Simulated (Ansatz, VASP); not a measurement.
## Two plane-wave programs on AlN

Contents of INCAR:

```
  PREC = Accurate
  ENCUT = 520
  EDIFF = 1E-6
  ISMEAR = 0
  SIGMA = 0.05
  LREAL = False
  LASPH = True
  NELM = 80
  ALGO = Normal
  ISIF = 2
  LWAVE = False
  LCHARG = False
  GGA = PE
  NBANDS = 16
```

KPOINTS

```
Automatic mesh
0
Gamma
  12 12 6
```

Contents of POSCAR:

```
AlN
1.0
    3.2043322161      0.0000000000      0.0000000000
   -1.6021661081      2.7750331013      0.0000000000
    0.0000000000      0.0000000000      4.9780000000
Al N
2 2
Direct
    0.3333333333      0.6666666667      0.0000000000
    0.6666666667      0.3333333333      0.5000000000
    0.3333333333      0.6666666667      0.3850000000
    0.6666666667      0.3333333333      0.8850000000
```

Input for Ansatz:

```yaml
crystal:
  lattice:
    - [3.2043322161, 0.0, 0.0]
    - [-1.6021661081, 2.7750331013, 0.0]
    - [0.0, 0.0, 4.978]
  atoms:
    - { symbol: Al, position: [0.3333333333, 0.6666666667, 0.0] }
    - { symbol: Al, position: [0.6666666667, 0.3333333333, 0.5] }
    - { symbol: "N", position: [0.3333333333, 0.6666666667, 0.385] }
    - { symbol: "N", position: [0.6666666667, 0.3333333333, 0.885] }
basis:
  ecutwfc: 420
kpoints:
  mp_grid: { grid: [12, 12, 6] }
hamiltonian:
  xc: pbe
scf:
  occupations: { method: gaussian, width: 0.05 }
output:
  forces: true
  stress: true
  eigenvalues: true
```

Change from the starting cell: strain +0.030 along x and y, +0.000 along z, atoms carried along.

Alike in both runs: task single point; functional PBE; k mesh 12 × 12 × 6; occupations gaussian, width 0.05 eV; no spin polarisation.

|  | VASP | Ansatz |
| --- | --- | --- |
| version | VASP 6.6.1 | Ansatz 0.2.0 |
| potentials or method | VASP PAW PBE potentials, release 64 (Al, N), cutoff 520 eV | scalar-relativistic, plane waves, PAW |
| valence electrons in the cell | 16 | 16 |

```csv
,VASP,Ansatz,Ansatz less VASP
gap on the k mesh at the Fermi level (eV),3.58,3.58,-0.007
least direct gap on the mesh (eV),3.58,3.58,-0.007
pressure (GPa),-7.4,-7.2,+0.26
"traceless stress, the component that is largest in VASP (GPa)",6.25,6.16,-0.087
rms of the force components (eV/Å),0.054,0.054,+0.0001
```

Atom by atom the forces differ by 0.000 eV/Å (rms over components).
